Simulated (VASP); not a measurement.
# InSe (R3m) in VASP: single point with PBE

Aim: the single point of InSe with PBE.

All numbers are computed with VASP 6.6.1; they aren't measurements. Logs are shortened: lines on timing, memory, paths and dates and some standing lists are left out, and cuts for length are marked.

**Experimental background.**

From “The Interaction of Hydrogen with the van der Waals Crystal γ-InSe”, 2020, pmc:7321205, for a bulk crystal of InSe at 300 K: band gap 1.25 eV.

How close the calculation comes is told below.

**1. The cell of the first run**

It takes space group R3m (No. 160, trigonal). Conventional cell: a = 4.089 Å, b = 4.089 Å, c = 27.605 Å, α = 90.00°, β = 90.00°, γ = 120.00°. Within 3.5 Å of In (site symmetry 3m) lie 3 Se at 2.68 Å and 1 In at 2.83 Å. In (site symmetry 3m) has 3 Se at 2.68 Å and 1 In at 2.83 Å within 3.5 Å. Within 3.5 Å of Se (site symmetry 3m) lie 3 In at 2.68 Å. Within 3.5 Å of Se (site symmetry 3m) lie 3 In at 2.68 Å.

**2. Single point, PBE**

INCAR reads:

```
PREC = Accurate ; ENCUT = 520
EDIFF = 1E-6 ; ISMEAR = 0
SIGMA = 0.02 ; LREAL = F
LASPH = T ; NELM = 80
ALGO = Normal ; ISIF = 2
LWAVE = F ; LCHARG = T
GGA = PE ; LELF = T
LVHAR = T ; NBANDS = 27
```

KPOINTS reads:

```
Automatic mesh
0
Gamma
  12 12 12
```

POSCAR reads:

```
InSe
1.0
    2.0443779553      1.1803221628      9.2015986033
   -2.0443779553      1.1803221628      9.2015986033
    0.0000000000     -2.3606443256      9.2015986033
In Se
2 2
Direct
    0.0049162307      0.0049162307      0.0049162307
    0.1072657258      0.1072657258      0.1072657258
    0.6254901119      0.6254901119      0.6254901119
    0.8200278816      0.8200278816      0.8200278816
```

Potentials or basis: VASP PAW PBE potentials, release 64 (In_d, Se).

The run is started by

```
cat potpaw_PBE.64/In_d/POTCAR potpaw_PBE.64/Se/POTCAR > POTCAR
mpirun -np 1 vasp_std > vasp.out
```

OUTCAR:

```text
PREC = Accurate
   ENCUT = 520
   EDIFF = 1E-6
   ISMEAR = 0
   LREAL = F
   LASPH = T
   NELM = 80
   ISIF = 2
   GGA = PE

 ion  position               nearest neighbor table
   1  0.005  0.005  0.005-   3 2.68   3 2.68   3 2.68   2 2.83
   2  0.107  0.107  0.107-   4 2.68   4 2.68   4 2.68   1 2.83
   3  0.625  0.625  0.625-   1 2.68   1 2.68   1 2.68
   4  0.820  0.820  0.820-   2 2.68   2 2.68   2 2.68

  LATTYP: Found a trigonal (rhomboedric) cell.
 ALAT       =     9.4995820165
 COS(alpha) =     0.9073717667

  Lattice vectors:

 A1 = (   2.0443779553,   1.1803221628,   9.2015986033)
 A2 = (  -2.0443779553,   1.1803221628,   9.2015986033)
 A3 = (   0.0000000000,  -2.3606443256,   9.2015986033)

Analysis of symmetry for initial positions (statically):
=====================================================================
 Subroutine PRICEL returns:
 Original cell was already a primitive cell.

 Routine SETGRP: Setting up the symmetry group for a
 trigonal (rhombohedral) supercell.

 Subroutine GETGRP returns: Found  6 space group operations
 (whereof  6 operations were pure point group operations)
 out of a pool of 12 trial point group operations.

The static configuration has the point symmetry C_3v.

Analysis of symmetry for dynamics (positions and initial velocities):
=====================================================================
 Subroutine PRICEL returns:
 Original cell was already a primitive cell.

 Routine SETGRP: Setting up the symmetry group for a
 trigonal (rhombohedral) supercell.

 Subroutine GETGRP returns: Found  6 space group operations
 (whereof  6 operations were pure point group operations)
 out of a pool of 12 trial point group operations.

The dynamic configuration has the point symmetry C_3v.

 Subroutine INISYM returns: Found  6 space group operations
 (whereof  6 operations are pure point group operations),
 and found     1 'primitive' translations

----------------------------------------------------------------------------------------

                                     Primitive cell

  volume of cell :     133.2221

  direct lattice vectors                    reciprocal lattice vectors
     2.044377955  1.180322163  9.201598603     0.244573171  0.141204386  0.036225589
    -2.044377955  1.180322163  9.201598603    -0.244573171  0.141204386  0.036225589
     0.000000000 -2.360644326  9.201598603     0.000000000 -0.282408773  0.036225589

  length of vectors
     9.499582017  9.499582017  9.499582017     0.284722686  0.284722686  0.284722686

  position of ions in fractional coordinates (direct lattice)
     0.004916231  0.004916231  0.004916231
     0.107265726  0.107265726  0.107265726
     0.625490112  0.625490112  0.625490112
     0.820027882  0.820027882  0.820027882

  ion indices of the primitive-cell ions
   primitive index   ion index
                 1           1
                 2           2
                 3           3
                 4           4

----------------------------------------------------------------------------------------

 KPOINTS: Automatic mesh

Automatic generation of k-mesh.
 Grid dimensions read from file:
 generate k-points for:   12   12   12

 Generating k-lattice:

  Cartesian coordinates                     Fractional coordinates (reciprocal lattice)
     0.020381098  0.011767032  0.003018799     0.083333333  0.000000000  0.000000000
    -0.020381098  0.011767032  0.003018799     0.000000000  0.083333333  0.000000000
     0.000000000 -0.023534064  0.003018799     0.000000000  0.000000000  0.083333333

  Length of vectors
     0.023726891  0.023726891  0.023726891

  Shift w.r.t. Gamma in fractional coordinates (k-lattice)
     0.000000000  0.000000000  0.000000000

 Subroutine IBZKPT returns following result:
 ===========================================

 Found    189 irreducible k-points:

 Following reciprocal coordinates:
            Coordinates               Weight
  0.000000  0.000000  0.000000      1.000000
  0.083333  0.000000  0.000000      6.000000
  0.166667  0.000000  0.000000      6.000000
  0.250000  0.000000  0.000000      6.000000
  0.333333  0.000000 -0.000000      6.000000
  0.416667  0.000000  0.000000      6.000000
[... 16 lines left out ...]
  0.500000  0.166667  0.000000     12.000000
 -0.416667  0.166667 -0.000000     12.000000
 [... further k-points ...]
   k-points           NKPTS =    189   k-points in BZ     NKDIM =    189   number of bands    NBANDS=     27
   number of dos      NEDOS =    301   number of ions     NIONS =      4
   total plane-waves  NPLWV = 373248
   dimension x,y,z NGX =    72 NGY =   72 NGZ =   72
   dimension x,y,z NGXF=   144 NGYF=  144 NGZF=  144
   ions per type =               2   2
   NGX,Y,Z   is equivalent  to a cutoff of  12.60, 12.60, 12.60 a.u.
   NGXF,Y,Z  is equivalent  to a cutoff of  25.20, 25.20, 25.20 a.u.
 SYSTEM =  unknown system
   PREC   = accura    normal or accurate (medium, high low for compatibility)
   ISTART =      0    job   : 0-new  1-cont  2-samecut
   ICHARG =      2    charge: 1-file 2-atom 10-const
   ISPIN  =      1    spin polarized calculation?
   LNONCOLLINEAR =      F non collinear calculations
   LSORBIT =      F    spin-orbit coupling
   LASPH  =      T    aspherical Exc in radial PAW
   ENCUT  =  520.0 eV  38.22 Ry    6.18 a.u.  17.66 17.66 17.66*2*pi/ulx,y,z
   NELM   =     80;   NELMIN=  2; NELMDL= -5     # of ELM steps
   EDIFF  = 0.1E-05   stopping-criterion for ELM
   LREAL  =      F    real-space projection
   EDIFFG = 0.1E-04   stopping-criterion for IOM
   NSW    =      0    number of steps for IOM
   IBRION =     -1    ionic relax: 0-MD 1-quasi-New 2-CG
   NFREE  =      0    steps in history (QN), initial steepest desc. (CG)
   ISIF   =      2    stress and relaxation
   ISYM   =      2    0-nonsym 1-usesym 2-fastsym
   POTIM  = 0.5000    time-step for ionic-motion
   TEBEG  =    0.0;   TEEND  =   0.0 temperature during run
   PSTRESS=    0.0 pullay stress
   NELECT =      38.0000    total number of electrons
   NUPDOWN=      -1.0000    fix difference up-down
   EMIN   =  10.00;   EMAX   =-10.00  energy-range for DOS
   EFERMI =   0.00;   METHOD = LEGACY
   ISMEAR =     0;   SIGMA  =   0.02  broadening in eV -4-tet -1-fermi 0-gaus
   EFERMI_NEDOS =   21; number of points for ismear=-14 and -15
   IALGO  =     38    algorithm
   IMIX   =      4    mixing-type and parameters
     AMIX     =   0.40;   BMIX     =  1.00
     AMIX_MAG =   1.60;   BMIX_MAG =  1.00
  volume/ion in A,a.u.               =      33.31       224.76
  Fermi-wavevector in a.u.,A,eV,Ry     =   1.077649  2.036461 15.800814  1.161327
  Thomas-Fermi vector in A             =   2.213566
   LORBIT       =      0    0 simple, 1 ext, 2 COOP (PROOUT), +10 PAW based schemes
   GGA     = PE    functional components
   LHFCALC =     F    Hartree Fock is set to
   AEXX    =    0.0000 exact exchange contribution
   IVDW    =     0    specifies the selected vdW correction
   LEPSILON=     F    determine dielectric tensor
   LRPA    =     F    only Hartree local field effects (RPA)
 non-spin polarized calculation
 Gauss-broadening in eV      SIGMA  =   0.02
  energy-cutoff  :      520.00
  volume of cell :      133.22
 maximum number of plane-waves:      3622
   NGX = 35   NGY = 35   NGZ = 35

 number of electron      38.0000000 magnetization

 Free energy of the ion-electron system (eV)
  ---------------------------------------------------
  ext. energy  EPLUGINS =         0.00000000
  ---------------------------------------------------
  free energy    TOTEN  =       -14.22468535 eV

  energy without entropy =      -14.22468535  energy(sigma->0) =      -14.22468535

 E-fermi :   2.7741     XC(G=0):  -8.2223

 val. band max:        2.6452044745   @ k =   0.5000   0.5000   0.5000
 cond. band min:       3.3375978669   @ k =   0.5000   0.5000   0.5000
 fundamental gap:      0.6923933923
 Fermi energy:         2.7740726397

 k-point     1 :       0.0000    0.0000    0.0000
  band No.  band energies     occupation
      1     -11.7807      2.00000
      2     -11.6100      2.00000
      3     -11.6100      2.00000
      4     -11.5351      2.00000
      5     -11.5351      2.00000
      6     -11.5268      2.00000
[... 19 lines left out ...]
     26       8.4202      0.00000
     27       9.4382      0.00000

 k-point     2 :       0.0833    0.0000    0.0000
  band No.  band energies     occupation
      1     -11.7803      2.00000
      2     -11.6302      2.00000
      3     -11.6090      2.00000
      4     -11.5576      2.00000
      5     -11.5308      2.00000
      6     -11.5284      2.00000
[... 19 lines left out ...]
     26       8.5103      0.00000
     27       9.4876      0.00000

 k-point     3 :       0.1667    0.0000    0.0000
  band No.  band energies     occupation
      1     -11.7823      2.00000
      2     -11.6761      2.00000
      3     -11.6128      2.00000
      4     -11.6070      2.00000
      5     -11.5326      2.00000
      6     -11.5192      2.00000
[... 19 lines left out ...]
     26       8.8626      0.00000
     27       9.2320      0.00000

 k-point     4 :       0.2500    0.0000    0.0000
  band No.  band energies     occupation
      1     -11.7993      2.00000
      2     -11.7142      2.00000
      3     -11.6765      2.00000
      4     -11.6059      2.00000
      5     -11.5383      2.00000
      6     -11.5033      2.00000
[... 19 lines left out ...]
     26       9.2444      0.00000
     27       9.5167      0.00000
[... 516 lines left out ...]
      4     -11.6130      2.00000
      5     -11.5378      2.00000
      6     -11.4900      2.00000
[... 19 lines left out ...]
     26       9.6038      0.00000
     27       9.8125      0.00000

 k-point    23 :       0.5000    0.1667    0.0000
  band No.  band energies     occupation
      1     -11.8655      2.00000
      2     -11.7726      2.00000
      3     -11.7264      2.00000
      4     -11.6159      2.00000
      5     -11.5387      2.00000
      6     -11.4832      2.00000
[... 19 lines left out ...]
     26       9.6620      0.00000
     27      10.2704      0.00000

 k-point    24 :      -0.4167    0.1667   -0.0000
  band No.  band energies     occupation
      1     -11.8743      2.00000
      2     -11.7823      2.00000
      3     -11.7257      2.00000
      4     -11.6171      2.00000
      5     -11.5390      2.00000
      6     -11.4807      2.00000
[... 19 lines left out ...]
     26       9.7331      0.00000
     27      10.4459      0.00000

 [... further k-points ...]
[... 5 lines left out ...]
  --------------------------------------------------------------------------------------
  -------------------------------------------------------------------------------------
  Total        0.0146054      0.0146054      0.0469102      0.0000000      0.0000000      0.0000000
  in kB        0.1756495      0.1756495      0.5641587      0.0000000      0.0000000      0.0000000
  external PRESSURE =       0.3051526 kB  Pullay stress =       0.0000000 kB

 VOLUME and BASIS-vectors are now :
 -----------------------------------------------------------------------------
  energy-cutoff  :      520.00
  volume of cell :      133.22
      direct lattice vectors                 reciprocal lattice vectors
     2.044377955  1.180322163  9.201598603     0.244573171  0.141204386  0.036225589
    -2.044377955  1.180322163  9.201598603    -0.244573171  0.141204386  0.036225589
     0.000000000 -2.360644326  9.201598603     0.000000000 -0.282408773  0.036225589

 POSITION                                       TOTAL-FORCE (eV/Angst)
 -----------------------------------------------------------------------------------
      0.00000      0.00000      0.13571         0.000000      0.000000      0.009997
      0.00000      0.00000      2.96105         0.000000      0.000000     -0.010096
      0.00000      0.00000     17.26653         0.000000      0.000000     -0.009926
      0.00000      0.00000     22.63670         0.000000      0.000000      0.010025
 -----------------------------------------------------------------------------------
    total drift:                                0.000000      0.000000      0.000617

  FREE ENERGIE OF THE ION-ELECTRON SYSTEM (eV)
  ---------------------------------------------------
  free  energy   TOTEN  =       -14.2246853530 eV

  energy  without entropy=      -14.2246853530  energy(sigma->0) =      -14.22468535
```

It took 81 min on 1 thread of Intel Xeon 8259CL, shared host; peak memory 1.1 GiB.

What came out:

| Item | Value |
| --- | --- |
| Free energy | -14.2247 eV |
| Pressure | 0.0 GPa |
| Largest force | 0.010 eV/Å |
| Band gap on the k mesh | 0.69 eV |

Forces in eV/Å, atoms in the order of the input:
```
In   0.000  0.000  0.010
In   0.000  0.000 -0.010
Se   0.000  0.000 -0.010
Se   0.000  0.000  0.010
```

Caveat: spin-orbit coupling is left out, which moves the levels of the heavy elements.

**3. Against experiment**

Step 2. Against the measured gap of InSe, 1.25 eV (300 K; “The Interaction of Hydrogen with the van der Waals Crystal γ-InSe”, 2020, pmc:7321205), the calculated 0.69 eV is off by -0.56 eV. Spin-orbit coupling on In, Se is left out. The value is that of PBE on a finite k mesh, which can miss the band edges, without temperature or zero-point motion. Semilocal functionals fall short of measured gaps as a rule.
